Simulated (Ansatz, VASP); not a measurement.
# One calculation of CuSb2, two programs

Contents of INCAR:

```
SYSTEM = CuSb2
ALGO = Normal
EDIFF = 1E-7
ENCUT = 520
GGA = PS
ISIF = 2
ISMEAR = 0
LASPH = .TRUE.
LCHARG = .TRUE.
LELF = .TRUE.
LREAL = .FALSE.
LVHAR = .TRUE.
LWAVE = .FALSE.
NBANDS = 18
NELM = 100
PREC = Accurate
SIGMA = 0.05
```

The input KPOINTS:

```
k-points
0
G
  10 10 8
  0 0 0
```

File POSCAR:

```
CuSb2
1.0
    4.0319689635      0.0000000000      0.0000000000
   -2.0159844818      3.4917875497      0.0000000000
    0.0000000000      0.0000000000      4.9605841529
Cu Sb
1 2
Direct
    0.0000000000      0.0000000000      0.0000000000
    0.3333333333      0.6666666667      0.2588614725
    0.6666666667      0.3333333333      0.7411385275
```

Input for Ansatz:

```yaml
crystal:
  lattice:
    - [4.0319689635, 0.0, 0.0]
    - [-2.0159844818, 3.4917875497, 0.0]
    - [0.0, 0.0, 4.9605841529]
  atoms:
    - { symbol: Cu, position: [0.0, 0.0, 0.0] }
    - { symbol: Sb, position: [0.3333333333, 0.6666666667, 0.2588614725] }
    - { symbol: Sb, position: [0.6666666667, 0.3333333333, 0.7411385275] }
basis:
  ecutwfc: 420
  ecutrho_ratio: 4
kpoints:
  mp_grid: { grid: [10, 10, 8] }
hamiltonian:
  xc: pbesol
scf:
  occupations: { method: gaussian, width: 0.05 }
output:
  forces: true
  stress: true
  eigenvalues: true
  populations: true
```

Alike in both runs: task single point; functional PBEsol; k mesh 10 × 10 × 8; occupations gaussian, width 0.05 eV; no spin polarisation.

```csv
,VASP,Ansatz
version,VASP 6.6.1,Ansatz 0.2.0
potentials or method,"VASP PAW PBE potentials, release 64 (Cu, Sb), cutoff 520 eV","scalar-relativistic, plane waves, PAW"
valence electrons in the cell,21,49
```

|  | VASP | Ansatz | Ansatz less VASP |
| --- | --- | --- | --- |
| gap on the k mesh at the Fermi level (eV) | none | none | - |
| pressure (GPa) | -3.5 | -3.7 | -0.13 |
| traceless stress, the component that is largest in VASP (GPa) | 0.24 | 0.28 | +0.039 |
| rms of the force components (eV/Å) | 0.049 | 0.065 | +0.0156 |

VASP's potentials were made for PBE, not for PBEsol. Atom by atom the forces differ by 0.016 eV/Å (rms over components). A gap of «none» marks a metal or a gap that the smearing closes. VASP's potentials hold 21 valence electrons a cell and Ansatz's 49, so a difference there can come from the potentials and not from the codes.

Spin-orbit coupling is off throughout.
